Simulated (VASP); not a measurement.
Input of a VASP 6.6.1 run:

Contents of INCAR:

```
SYSTEM = TaSi2
PREC = Accurate ; ENCUT = 520
EDIFF = 1E-6 ; ISMEAR = 0
SIGMA = 0.15 ; LREAL = .FALSE.
LASPH = .TRUE. ; NELM = 60
ALGO = Fast ; ISIF = 2
LWAVE = .FALSE. ; LCHARG = .FALSE.
GGA = PE ; NBANDS = 38
```

Contents of KPOINTS:

```
regular mesh
0
G
  9 9 6
  0 0 0
```

Contents of POSCAR:

```
TaSi2
1.0
    4.8060235202      0.0000000000      0.0000000000
   -2.4030117601      4.1621384597      0.0000000000
    0.0000000000      0.0000000000      6.5995345254
Ta Si
3 6
Direct
    0.4101127995      0.0000000000     -0.0654591621
    0.5000000000      0.5000000000      0.6666666667
    0.0000000000      0.5000000000      0.3333333333
    0.1589152396      0.3178304793      0.0000000000
    0.8410847604      0.1589152396      0.6666666667
    0.6821695207      0.8410847604      0.3333333333
    0.8410847604      0.6821695207      0.0000000000
    0.1589152396      0.8410847604      0.6666666667
    0.3178304793      0.1589152396      0.3333333333
```

Potentials or basis: VASP PAW PBE potentials, release 64 (Ta_pv, Si).

Run with:

```console
$ cat potpaw_PBE.64/Ta_pv/POTCAR potpaw_PBE.64/Si/POTCAR > POTCAR
$ mpirun -np 1 vasp_std > vasp.out
```

(1) Predict the pressure.

(2) Estimate the band gap on the k mesh.

(3) What does it give for the largest force?

Results:

(1) 12.7 GPa.

(2) zero (an odd number of electrons rules out a gap without spin polarisation).

(3) 15.049 eV/Å.

Caveat: the cell differs from its parent crystal (atom 1 (Ta) moved by -0.432 Å along [1 0 0] and -0.432 Å along [0 0 1]); the stress differs along the axes, from 6 to 21 GPa; spin-orbit coupling is left out, which moves the levels of the heavy elements; forces of over 1 eV/Å act on the atoms, so gaps and moduli don't describe the material at rest.
